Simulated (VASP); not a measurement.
# MgO (P1) in VASP: further runs

The runs below take MgO through single point, with PBEsol.

All numbers are computed with VASP 6.6.1; they aren't measurements. Logs are shortened: lines on timing, memory, paths and dates and some standing lists are left out, and cuts for length are marked.

### Step 1. The cell of the first run

The typed cell holds 12 atoms: a = 2.981 Å, b = 2.981 Å, c = 17.425 Å, α = 87.06°, β = 88.53°, γ = 60.00°.

### Step 2. Single point, PBEsol

File INCAR:

```
SYSTEM = MgO
PREC = Accurate ; ENCUT = 520
EDIFF = 1E-6 ; ISMEAR = 0
SIGMA = 0.05 ; LREAL = .False.
LASPH = .True. ; NELM = 80
ALGO = Normal ; ISIF = 2
LWAVE = .False. ; LCHARG = .False.
GGA = PS ; NBANDS = 36
```

File KPOINTS:

```
Automatic mesh
0
Gamma
  9 9 2
  0 0 0
```

File POSCAR:

```
MgO
1.0
    2.1075959645     -2.1075959645      0.0000000000
    2.1075959645      0.0000000000     -2.1075959645
   10.6792434011     10.0469646117      9.4146858224
Mg O
6 6
Direct
    1.0000000000     -0.0943984796      0.3146615987
    0.3333333333      0.2808897336      0.1748119993
    0.6666666667      0.5303133072      0.4545111981
    1.0000000000      0.7797368809      0.7342103970
    0.3333333333      0.1550250941      0.5943607975
    0.6666666667      0.6561779467      0.0349623999
    0.6666666667      0.5932456270      0.2447367990
    0.0000000000     -0.0314661599      0.1048871996
    0.3333333333      0.2179574138      0.3845863984
    0.6666666667      0.4673809875      0.6642855972
    1.0000000000      0.8426692007      0.5244359978
    0.3333333333      0.0920927743      0.8041351967
```

Potentials or basis: VASP PAW PBE potentials, release 64 (Mg, O).

On the command line:

```
$ cat potpaw_PBE.64/Mg/POTCAR potpaw_PBE.64/O/POTCAR > POTCAR
$ mpirun -np 1 vasp_std > vasp.out
```

OUTCAR:

```text
SYSTEM = MgO
   PREC = Accurate
   ENCUT = 520
   EDIFF = 1E-6
   ISMEAR = 0
   LREAL = .False.
   LASPH = .True.
   NELM = 80
   ISIF = 2
   GGA = PS

 ion  position               nearest neighbor table
   1  0.000  0.906  0.315-   7 2.11   9 2.11   7 2.11   9 2.11   7 2.11   9 2.11   3 2.98   2 2.98
                             3 2.98   2 2.98   2 2.98   3 2.98
   2  0.333  0.281  0.175-   8 2.11   7 2.11   7 2.11   8 2.11   8 2.11   7 2.11   6 2.98   1 2.98
                             6 2.98   1 2.98   1 2.98   6 2.98
   3  0.667  0.530  0.455-  11 2.11   9 2.11   9 2.11  11 2.11   9 2.11  11 2.11   5 2.98   1 2.98
                             1 2.98   5 2.98   1 2.98   5 2.98
   4  0.000  0.780  0.734-  12 2.11  12 2.11  12 2.11  10 2.11  10 2.11  10 2.11   5 2.98   5 2.98
                             5 2.98
   5  0.333  0.155  0.594-  10 2.11  11 2.11  10 2.11  11 2.11  11 2.11  10 2.11   3 2.98   3 2.98
                             3 2.98   4 2.98   4 2.98   4 2.98
   6  0.667  0.656  0.035-   8 2.11   8 2.11   8 2.11   2 2.98   2 2.98   2 2.98
   7  0.667  0.593  0.245-   2 2.11   1 2.11   1 2.11   2 2.11   1 2.11   2 2.11
   8  0.000  0.969  0.105-   2 2.11   6 2.11   6 2.11   6 2.11   2 2.11   2 2.11
   9  0.333  0.218  0.385-   3 2.11   1 2.11   3 2.11   1 2.11   1 2.11   3 2.11
  10  0.667  0.467  0.664-   5 2.11   5 2.11   5 2.11   4 2.11   4 2.11   4 2.11
  11  0.000  0.843  0.524-   3 2.11   5 2.11   5 2.11   3 2.11   5 2.11   3 2.11
  12  0.333  0.092  0.804-   4 2.11   4 2.11   4 2.11

  LATTYP: Found a base centered monoclinic cell.
 ALAT       =     2.9805907970
 B/A-ratio  =     1.7320508076
 C/A-ratio  =     5.8460930816
 COS(beta)  =    -0.0513163229

  Lattice vectors:

 A1 = (  -2.1075959645,   2.1075959645,   0.0000000000)
 A2 = (   0.0000000000,  -2.1075959645,   2.1075959645)
 A3 = (  10.6792434011,  10.0469646117,   9.4146858224)

Analysis of symmetry for initial positions (statically):
=====================================================================
 Subroutine PRICEL returns:
 Original cell was already a primitive cell.

 Routine SETGRP: Setting up the symmetry group for a
 base centered monoclinic supercell.

 Subroutine GETGRP returns: Found  1 space group operations
 (whereof  1 operations were pure point group operations)
 out of a pool of  4 trial point group operations.

The static configuration has the point symmetry C_1 .

Analysis of symmetry for dynamics (positions and initial velocities):
=====================================================================
 Subroutine PRICEL returns:
 Original cell was already a primitive cell.

 Routine SETGRP: Setting up the symmetry group for a
 base centered monoclinic supercell.

 Subroutine GETGRP returns: Found  1 space group operations
 (whereof  1 operations were pure point group operations)
 out of a pool of  4 trial point group operations.

The dynamic configuration has the point symmetry C_1 .

 Subroutine INISYM returns: Found  1 space group operations
 (whereof  1 operations are pure point group operations),
 and found     1 'primitive' translations

----------------------------------------------------------------------------------------

                                     Primitive cell

  volume of cell :     133.8847

  direct lattice vectors                    reciprocal lattice vectors
     2.107595965 -2.107595965  0.000000000     0.158158081 -0.316316162  0.158158081
     2.107595965  0.000000000 -2.107595965     0.148204826  0.148204826 -0.326269417
    10.679243401 10.046964612  9.414685822     0.033177516  0.033177516  0.033177516

  length of vectors
     2.980590797  2.980590797 17.424811238     0.387406597  0.387789986  0.057465144

  position of ions in fractional coordinates (direct lattice)
     0.000000000  0.905601520  0.314661599
     0.333333333  0.280889734  0.174811999
     0.666666667  0.530313307  0.454511198
     0.000000000  0.779736881  0.734210397
     0.333333333  0.155025094  0.594360798
     0.666666667  0.656177947  0.034962400
     0.666666667  0.593245627  0.244736799
     0.000000000  0.968533840  0.104887200
     0.333333333  0.217957414  0.384586398
     0.666666667  0.467380988  0.664285597
     0.000000000  0.842669201  0.524435998
     0.333333333  0.092092774  0.804135197

  ion indices of the primitive-cell ions
   primitive index   ion index
                 1           1
                 2           2
                 3           3
                 4           4
                 5           5
                 6           6
                 7           7
                 8           8
                 9           9
                10          10
                11          11
                12          12

----------------------------------------------------------------------------------------

 KPOINTS: Automatic mesh

Automatic generation of k-mesh.
 Grid dimensions read from file:
 generate k-points for:    9    9    2

 Generating k-lattice:

  Cartesian coordinates                     Fractional coordinates (reciprocal lattice)
     0.017573120 -0.035146240  0.017573120     0.111111111  0.000000000  0.000000000
     0.016467203  0.016467203 -0.036252157     0.000000000  0.111111111  0.000000000
     0.016588758  0.016588758  0.016588758     0.000000000  0.000000000  0.500000000

  Length of vectors
     0.043045177  0.043087776  0.028732572

  Shift w.r.t. Gamma in fractional coordinates (k-lattice)
     0.000000000  0.000000000  0.000000000

 Subroutine IBZKPT returns following result:
 ===========================================

 Found     82 irreducible k-points:

 Following reciprocal coordinates:
            Coordinates               Weight
  0.000000  0.000000  0.000000      1.000000
  0.111111  0.000000 -0.000000      2.000000
  0.222222  0.000000 -0.000000      2.000000
  0.333333  0.000000 -0.000000      2.000000
  0.444444  0.000000 -0.000000      2.000000
  0.000000  0.111111  0.000000      2.000000
[... 16 lines left out ...]
  0.333333 -0.222222 -0.000000      2.000000
  0.000000  0.333333  0.000000      2.000000
 [... further k-points ...]
   k-points           NKPTS =     82   k-points in BZ     NKDIM =     82   number of bands    NBANDS=     36
   number of dos      NEDOS =    301   number of ions     NIONS =     12
   total plane-waves  NPLWV =  80640
   dimension x,y,z NGX =    24 NGY =   24 NGZ =  140
   dimension x,y,z NGXF=    48 NGYF=   48 NGZF=  280
   ions per type =               6   6
   NGX,Y,Z   is equivalent  to a cutoff of  13.39, 13.39, 13.36 a.u.
   NGXF,Y,Z  is equivalent  to a cutoff of  26.77, 26.77, 26.71 a.u.
 SYSTEM =  MgO
   PREC   = accura    normal or accurate (medium, high low for compatibility)
   ISTART =      0    job   : 0-new  1-cont  2-samecut
   ICHARG =      2    charge: 1-file 2-atom 10-const
   ISPIN  =      1    spin polarized calculation?
   LNONCOLLINEAR =      F non collinear calculations
   LSORBIT =      F    spin-orbit coupling
   LASPH  =      T    aspherical Exc in radial PAW
   ENCUT  =  520.0 eV  38.22 Ry    6.18 a.u.   5.54  5.54 32.40*2*pi/ulx,y,z
   NELM   =     80;   NELMIN=  2; NELMDL= -5     # of ELM steps
   EDIFF  = 0.1E-05   stopping-criterion for ELM
   LREAL  =      F    real-space projection
   EDIFFG = 0.1E-04   stopping-criterion for IOM
   NSW    =      0    number of steps for IOM
   IBRION =     -1    ionic relax: 0-MD 1-quasi-New 2-CG
   NFREE  =      0    steps in history (QN), initial steepest desc. (CG)
   ISIF   =      2    stress and relaxation
   ISYM   =      2    0-nonsym 1-usesym 2-fastsym
   POTIM  = 0.5000    time-step for ionic-motion
   TEBEG  =    0.0;   TEEND  =   0.0 temperature during run
   PSTRESS=    0.0 pullay stress
   NELECT =      48.0000    total number of electrons
   NUPDOWN=      -1.0000    fix difference up-down
   EMIN   =  10.00;   EMAX   =-10.00  energy-range for DOS
   EFERMI =   0.00;   METHOD = LEGACY
   ISMEAR =     0;   SIGMA  =   0.05  broadening in eV -4-tet -1-fermi 0-gaus
   EFERMI_NEDOS =   21; number of points for ismear=-14 and -15
   IALGO  =     38    algorithm
   IMIX   =      4    mixing-type and parameters
     AMIX     =   0.40;   BMIX     =  1.00
     AMIX_MAG =   1.60;   BMIX_MAG =  1.00
  volume/ion in A,a.u.               =      11.16        75.29
  Fermi-wavevector in a.u.,A,eV,Ry     =   1.162996  2.197744 18.402698  1.352560
  Thomas-Fermi vector in A             =   2.299551
   LORBIT       =      0    0 simple, 1 ext, 2 COOP (PROOUT), +10 PAW based schemes
   GGA     = PS    functional components
   LHFCALC =     F    Hartree Fock is set to
   AEXX    =    0.0000 exact exchange contribution
   IVDW    =     0    specifies the selected vdW correction
   LEPSILON=     F    determine dielectric tensor
   LRPA    =     F    only Hartree local field effects (RPA)
 non-spin polarized calculation
 Gauss-broadening in eV      SIGMA  =   0.05
  energy-cutoff  :      520.00
  volume of cell :      133.88
 maximum number of plane-waves:      3667
 NGX is ok and might be reduce to    24
   NGX = 11   NGY = 11   NGZ = 65

 number of electron      47.9999997 magnetization

 Free energy of the ion-electron system (eV)
  ---------------------------------------------------
  ext. energy  EPLUGINS =         0.00000000
  ---------------------------------------------------
  free energy    TOTEN  =       -69.65383202 eV

  energy without entropy =      -69.64908675  energy(sigma->0) =      -69.65145939

 E-fermi :   3.3294     XC(G=0): -10.2526

 val. band max:        3.2840856171   @ k =   0.1111  -0.2222   0.0000
 cond. band min:       3.3511969358   @ k =  -0.3333  -0.3333   0.5000
 fundamental gap:      0.0671113188
 Fermi energy:         3.3293942622

 k-point     1 :       0.0000    0.0000    0.0000
  band No.  band energies     occupation
      1     -17.1746      2.00000
      2     -16.2227      2.00000
      3     -15.4227      2.00000
      4     -14.6383      2.00000
      5     -13.7979      2.00000
      6     -12.3337      2.00000
[... 28 lines left out ...]
     35      14.5924      0.00000
     36      15.4899      0.00000

 k-point     2 :       0.1111    0.0000   -0.0000
  band No.  band energies     occupation
      1     -17.0768      2.00000
      2     -16.1344      2.00000
      3     -15.3371      2.00000
      4     -14.5535      2.00000
      5     -13.7185      2.00000
      6     -12.2712      2.00000
[... 28 lines left out ...]
     35      14.0295      0.00000
     36      14.5564      0.00000

 k-point     3 :       0.2222    0.0000   -0.0000
  band No.  band energies     occupation
      1     -16.8177      2.00000
      2     -15.9017      2.00000
      3     -15.1106      2.00000
      4     -14.3288      2.00000
      5     -13.5079      2.00000
      6     -12.1079      2.00000
[... 28 lines left out ...]
     35      13.3435      0.00000
     36      13.6867      0.00000
[... 742 lines left out ...]
 k-point    23 :       0.3333   -0.2222   -0.0000
  band No.  band energies     occupation
      1     -16.1876      2.00000
      2     -15.3385      2.00000
      3     -14.5564      2.00000
      4     -13.7769      2.00000
      5     -12.9847      2.00000
      6     -11.7152      2.00000
[... 28 lines left out ...]
     35      12.7660      0.00000
     36      13.1466      0.00000

 k-point    24 :       0.0000    0.3333    0.0000
  band No.  band energies     occupation
      1     -16.4994      2.00000
      2     -15.6188      2.00000
      3     -14.8336      2.00000
      4     -14.0533      2.00000
      5     -13.2486      2.00000
      6     -11.9120      2.00000
[... 28 lines left out ...]
     35      12.6744      0.00000
     36      13.2330      0.00000

 [... further k-points ...]

------------------------ aborting loop because EDIFF is reached ----------------------------------------

  FORCE on cell =-STRESS in cart. coord.  units (eV):
  Direction    XX          YY          ZZ          XY          YZ          ZX
  --------------------------------------------------------------------------------------
  -------------------------------------------------------------------------------------
  Total       -0.5651550     -0.5508687     -0.5823960     -0.6311656     -0.6169981     -0.6384183
  in kB       -6.7631240     -6.5921618     -6.9694441     -7.5530619     -7.3835221     -7.6398547
  external PRESSURE =      -6.7749100 kB  Pullay stress =       0.0000000 kB

 VOLUME and BASIS-vectors are now :
 -----------------------------------------------------------------------------
  energy-cutoff  :      520.00
  volume of cell :      133.88
      direct lattice vectors                 reciprocal lattice vectors
     2.107595965 -2.107595965  0.000000000     0.158158081 -0.316316162  0.158158081
     2.107595965  0.000000000 -2.107595965     0.148204826  0.148204826 -0.326269417
    10.679243401 10.046964612  9.414685822     0.033177516  0.033177516  0.033177516

 POSITION                                       TOTAL-FORCE (eV/Angst)
 -----------------------------------------------------------------------------------
      5.26899      3.16139      1.05380         0.364485      0.363734      0.364553
      3.16139      1.05380      1.05380         0.412464      0.411974      0.412587
      7.37659      3.16139      3.16139         0.364166      0.364190      0.364142
      9.48418      7.37659      5.26899         0.735573      0.736206      0.735747
      7.37659      5.26899      5.26899         0.367103      0.367588      0.366847
      3.16139     -1.05380     -1.05380        -0.289256     -0.286810     -0.291618
      5.26899      1.05380      1.05380        -0.360071     -0.359967     -0.360025
      3.16139      1.05380     -1.05380        -0.112189     -0.110536     -0.111022
      5.26899      3.16139      3.16139        -0.362931     -0.362885     -0.362944
      9.48418      5.26899      5.26899        -0.421846     -0.421819     -0.421888
      7.37659      5.26899      3.16139        -0.366346     -0.366253     -0.366274
      9.48418      7.37659      7.37659        -0.331153     -0.335421     -0.330107
 -----------------------------------------------------------------------------------
    total drift:                                0.000191     -0.000076      0.000865

  FREE ENERGIE OF THE ION-ELECTRON SYSTEM (eV)
  ---------------------------------------------------
  free  energy   TOTEN  =       -69.6538320231 eV

  energy  without entropy=      -69.6490867496  energy(sigma->0) =      -69.65145939
```

Run time: 11 min. Hardware: 1 thread of Intel Xeon 8259CL, shared host; peak memory 0.47 GiB.

What came out:

| Property | Result |
| --- | --- |
| Free energy | -69.6538 eV |
| Pressure | -0.7 GPa |
| Largest force | 1.275 eV/Å |
| Band gap on the k mesh | zero (bands 24 and 25 overlap by 0.47 eV) |

Forces on the atoms (eV/Å):
```
Mg   0.364  0.364  0.365
Mg   0.412  0.412  0.413
Mg   0.364  0.364  0.364
Mg   0.736  0.736  0.736
Mg   0.367  0.368  0.367
Mg  -0.289 -0.287 -0.292
O   -0.360 -0.360 -0.360
O   -0.112 -0.111 -0.111
O   -0.363 -0.363 -0.363
O   -0.422 -0.422 -0.422
O   -0.366 -0.366 -0.366
O   -0.331 -0.335 -0.330
```

Caveat: semilocal functionals underestimate gaps, so a narrow gap can read as zero; the PAW data sets were made with another functional, which shifts forces and pressure a little.

(Part 1 of 2 ends here.)
